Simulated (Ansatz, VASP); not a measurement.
# Two plane-wave programs on RbBr

File INCAR:

```
SYSTEM = RbBr
ALGO = Normal
EDIFF = 1E-7
ENCUT = 520
GGA = PE
ISIF = 2
ISMEAR = 0
LASPH = .TRUE.
LCHARG = .FALSE.
LREAL = .FALSE.
LWAVE = .FALSE.
NBANDS = 15
NELM = 80
PREC = Accurate
SIGMA = 0.02
```

KPOINTS

```
k-points
0
G
  6 6 6
  0 0 0
```

Contents of POSCAR:

```
RbBr
1.0
    4.4150677541      0.0941158232      0.2368368370
    0.0941158232      4.4150677541      0.2368368370
    0.2368368370      0.2368368370      4.0437207971
Rb Br
1 1
Direct
    0.0428437672     -0.0428437672      0.0000000000
    0.4571562328      0.5428437672      0.5000000000
```

Input for Ansatz:

```yaml
crystal:
  lattice:
    - [4.4150677541, 0.0941158232, 0.236836837]
    - [0.0941158232, 4.4150677541, 0.236836837]
    - [0.236836837, 0.236836837, 4.0437207971]
  atoms:
    - { symbol: Rb, position: [0.0428437672, -0.0428437672, 0.0] }
    - { symbol: Br, position: [0.4571562328, 0.5428437672, 0.5] }
basis:
  ecutwfc: 420
kpoints:
  mp_grid: { grid: [6, 6, 6] }
hamiltonian:
  xc: pbe
scf:
  occupations: { method: gaussian, width: 0.02 }
output:
  forces: true
  stress: true
  eigenvalues: true
```

Alike in both runs: task single point; functional PBE; k mesh 6 × 6 × 6; occupations gaussian, width 0.02 eV; no spin polarisation.

|  | VASP | Ansatz |
| --- | --- | --- |
| version | VASP 6.6.1 | Ansatz 0.2.0 |
| potentials or method | VASP PAW PBE potentials, release 64 (Rb_sv, Br), cutoff 520 eV | scalar-relativistic, plane waves, PAW |
| valence electrons in the cell | 16 | 16 |

```csv
,VASP,Ansatz,Ansatz less VASP
gap on the k mesh at the Fermi level (eV),3.65,3.65,+0.002
least direct gap on the mesh (eV),3.69,3.69,+0.001
pressure (GPa),0.8,0.7,-0.03
"traceless stress, the component that is largest in VASP (GPa)",1.53,1.52,-0.004
rms of the force components (eV/Å),0.242,0.238,-0.0037
```

Atom by atom the forces differ by 0.004 eV/Å (rms over components). With one functional, cell and mesh, what is left measures potentials, basis and numerics.
